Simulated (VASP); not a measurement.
Runs of VASP 6.6.1 on NaCl. Symmetry: P6_3/mmc, No. 194, hexagonal system. The conventional cell has a = 3.892 Å, b = 3.892 Å, c = 6.737 Å, α = 90.00°, β = 90.00°, γ = 120.00°. Within 3.7 Å of Na (site symmetry -3m) lie 6 Cl at 2.81 Å and 2 Na at 3.37 Å. Cl (site symmetry -6m2) has 6 Na at 2.81 Å within 3.7 Å. 

```csv
level,potentials or basis,k mesh,gap on the mesh (eV),pressure (GPa)
r2SCAN,"VASP PAW PBE potentials, release 64 (Na_pv, Cl)",6 × 6 × 2,5.89,-0.2
PBE,"VASP PAW PBE potentials, release 64 (Na_pv, Cl)",6 × 6 × 2,5.07,1.2
LDA,"VASP PAW LDA potentials, release 64 (Na_pv, Cl)",6 × 6 × 2,4.66,(a)
r2SCAN,"VASP PAW PBE potentials, release 64 (Na_pv, Cl)",6 × 6 × 4,5.89,-0.2
```

Alike in all rows: task single point; no spin polarisation; cell as given; cutoff (eV) 520; smearing gaussian 0.01 eV.

Fill in the values left out.

(a) -2.1.

Caveats: some runs use coarse meshes; the PAW data sets were made with another functional, which shifts forces and pressure a little (some runs).

A k mesh can miss the band edges.
